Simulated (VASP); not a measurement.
Set up this calculation in VASP 6.6.1, as the native input.

```
Task                   : relaxation of cell and atoms
Functional             : SVWN5
Potentials or basis    : VASP PAW PBE potentials, release 64 (Ge_d)
Cutoff                 : 600 eV
k mesh                 : 8 × 8 × 8
Occupations            : fermi-dirac, width 0.05 eV
Spin                   : no spin polarisation
Dipole correction      : no
Further INCAR settings : ALGO = Normal; EDIFF = 1e-06; IBRION = 2; EDIFFG = -0.01; NSW = 60; ISIF = 3
```

The structure of Ge lies in POSCAR:

```
Ge
1.0
    0.0000000000      2.8289100000      2.8289100000
    2.8289100000      0.0000000000      2.8289100000
    2.8289100000      2.8289100000      0.0000000000
Ge
2
Direct
    0.7500000000      0.7500000000      0.7500000000
    0.5000000000      0.5000000000      0.5000000000
```

These files were run (other wordings do the same):

INCAR

```
ALGO = Normal
EDIFF = 1E-6
EDIFFG = -0.01
ENCUT = 600
GGA = VW
IBRION = 2
ISIF = 3
ISMEAR = -1
LASPH = True
LCHARG = False
LREAL = False
LWAVE = False
NELM = 100
NSW = 60
PREC = Accurate
SIGMA = 0.05
```

KPOINTS

```
k-points
0
Gamma
  8 8 8
```

Potentials or basis: VASP PAW PBE potentials, release 64 (Ge_d).

The run is started by

```sh
$ cat potpaw_PBE.64/Ge_d/POTCAR > POTCAR
$ mpirun -np 1 vasp_std > vasp.out
```

It gave:

The relaxed volume is 22.19 Å³/atom and the relaxed cell is a = 3.974 Å, b = 3.974 Å, c = 3.974 Å, α = 60.00°, β = 60.00°, γ = 60.00°. The space group after relaxing (to 0.1 Å) is Fd-3m (No. 227), the energy gained by relaxing is 1.8 meV/atom and the ionic steps are 3. The pressure after relaxing is 0.0 GPa and the band gap on the k mesh is zero (filled and empty bands touch).

Caveat: semilocal functionals underestimate gaps, so a narrow gap can read as zero; the PAW data sets were made with another functional, which shifts forces and pressure a little.

It took 27 s on 1 thread of Intel(R) Xeon(R) Platinum 8488C (Sapphire Rapids) (shared host), peak memory 0.16 GiB.
